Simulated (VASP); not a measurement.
In3Se, 4 atoms in the cell. Symmetry: Pm-3m, No. 221, cubic system. The conventional cell has a = 4.898 Å, b = 4.898 Å, c = 4.898 Å, α = 90.00°, β = 90.00°, γ = 90.00°. In (site symmetry 4/mmm) has 8 In at 3.46 Å and 4 Se at 3.46 Å within 4.6 Å. Se (site symmetry m-3m) has 12 In at 3.46 Å within 4.6 Å. 

| Item | Value |
| --- | --- |
| Program | VASP 6.6.1 |
| Task | single point |
| Functional | PBEsol |
| Potentials or basis | VASP PAW PBE potentials, release 64 (In_d, Se) |
| Cutoff | 520 eV |
| k mesh | 6 × 6 × 6 |
| Occupations | fermi-dirac, width 0.05 eV |
| Spin | no spin polarisation |
| Dipole correction | no |
| Further INCAR settings | ALGO = Normal; EDIFF = 1e-06; NBANDS = 30 |

Potentials or basis: VASP PAW PBE potentials, release 64 (In_d, Se).

Run with:

```console
$ cat potpaw_PBE.64/In_d/POTCAR potpaw_PBE.64/Se/POTCAR > POTCAR
$ mpirun -np 1 vasp_std > vasp.out
```

Hardware: 1 thread of AMD EPYC 9R45 96-Core Processor (Zen 5), with other jobs on the host.

**Question.** Estimate the wall time of this run.

**Answer.** It took 32 s on 1 thread of AMD EPYC 9R45 96-Core Processor (Zen 5) (shared host), peak memory 0.2 GiB. Counts: scf iterations 13, k points 20.
